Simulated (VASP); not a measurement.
Wanted: the native input for a VASP 6.6.1 run.

- Task: single point
- Functional: PBEsol
- Potentials or basis: VASP PAW PBE potentials, release 64 (K_sv, F)
- Cutoff: 520 eV
- k mesh: 8 × 8 × 8
- Occupations: gaussian, width 0.05 eV
- Spin: no spin polarisation
- Dipole correction: no
- Further INCAR settings: ALGO = Normal; EDIFF = 1e-06; NBANDS = 15

The structure of KF lies in POSCAR:

```
KF
1.0
    3.3893132000      0.0000000000      0.0000000000
    0.0000000000      3.3893132000      0.0000000000
    0.0000000000      0.0000000000      3.2589550000
K F
1 1
Direct
    0.0000000000      0.0000000000      0.0000000000
    0.5000000000      0.5000000000      0.5000000000
```

This cell differs from its parent crystal: strain +0.040 along x and y, +0.000 along z.

The input as run:

INCAR

```
SYSTEM = KF
  PREC = Accurate
  ENCUT = 520
  EDIFF = 1E-6
  ISMEAR = 0
  SIGMA = 0.05
  LREAL = .False.
  LASPH = .True.
  NELM = 60
  ALGO = Normal
  ISIF = 2
  LWAVE = .False.
  LCHARG = .True.
  GGA = PS
  LELF = .True.
  LVHAR = .True.
  NBANDS = 15
```

KPOINTS

```
regular mesh
0
Gamma
  8 8 8
  0 0 0
```

Potentials or basis: VASP PAW PBE potentials, release 64 (K_sv, F).

The run is started by

```sh
$ cat potpaw_PBE.64/K_sv/POTCAR potpaw_PBE.64/F/POTCAR > POTCAR
$ mpirun -np 1 vasp_std > vasp.out
```

It gave:

```
Pressure               : -4.1 GPa
Band gap on the k mesh : 5.52 eV (least direct gap 5.57 eV)
```

Caveat: the cell differs from its parent crystal (strain +0.040 along x and y, +0.000 along z); the cell stands under tension; the PAW data sets were made with another functional, which shifts forces and pressure a little.

It took 53 s on 1 thread of Intel Xeon 8259CL, with other jobs on the host, peak memory 0.17 GiB.
